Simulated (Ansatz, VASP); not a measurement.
**BaTiO3: VASP beside Ansatz**

```
Ba Ti O
1.0
     4.31349    0.00000    0.00000
     0.00000    4.31349    0.00000
     0.00000    0.00000    4.31363
Ba Ti O
1 1 3
Direct
  0.00000 0.00000 0.00000
  0.50000 0.50000 0.50000
  0.50000 0.50000 0.00000
  0.50000 0.00000 0.50000
  0.00000 0.50000 0.50000
```

Change from the starting cell: strain +0.080 along x and y, +0.080 along z, atoms carried along.

Alike in both runs: task single point; functional r2SCAN; k mesh 8 × 8 × 8; occupations gaussian, width 0.05 eV; no spin polarisation.

|  | VASP | Ansatz |
| --- | --- | --- |
| version | VASP 6.6.1 | Ansatz 0.2.0 |
| potentials or method | VASP PAW PBE potentials, release 64 (Ba_sv, Ti_sv, O), cutoff 520 eV | scalar-relativistic, plane waves, PAW |
| valence electrons in the cell | 40 | 40 |

VASP gave:

| Quantity | Value |
| --- | --- |
| gap on the k mesh at the Fermi level (eV) | 1.59 |
| least direct gap on the mesh (eV) | 1.88 |
| pressure (GPa) | -24.0 |

Q: Which values does Ansatz return?

A: gap on the k mesh at the Fermi level (eV): 1.60; least direct gap on the mesh (eV): 1.86; pressure (GPa): -24.8.

VASP's potentials were made for PBE, not for r2SCAN. Ansatz's warnings: near symmetry operations not taken.

Spin-orbit coupling is off throughout.
